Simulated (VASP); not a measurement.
Runs of VASP 6.6.1 on Mo. The structure is that of space group Fm-3m (No. 225), or close to it. The cells are those of the table. 

| cell | gap on the mesh (eV) | pressure (GPa) |
| --- | --- | --- |
| a = 2.907, b = 2.907, c = 2.850 Å, angles 60.7, 60.7, 58.7°, 1 atom | none | (a) |
| a = 2.966, b = 2.966, c = 2.850 Å, angles 61.3, 61.3, 57.4°, 1 atom | none | -25.1 |
| a = 3.078 Å, angles 60.0°, 1 atom | none | (b) |
| a = 2.679, b = 2.679, c = 2.736 Å, angles 59.3, 59.3, 61.4°, 1 atom | none | 37.3 |
| a = 2.679, b = 2.679, c = 2.622 Å, angles 60.7, 60.7, 58.6°, 1 atom | none | 55.5 |

Alike in all rows: task single point; level PBEsol; potentials or basis VASP PAW PBE potentials, release 64 (Mo_sv); no spin polarisation; k mesh 20 × 20 × 20; cutoff (eV) 520; smearing gaussian 0.15 eV.

Question: Fill in the values left out.

Answer: (a) -19.1; (b) -40.0.

Caveats: the PAW data sets were made with another functional, which shifts forces and pressure a little.

A k mesh can miss the band edges, and the runs leave out spin-orbit coupling on Mo.

A gap of «none» marks levels without a gap at the run's occupations.
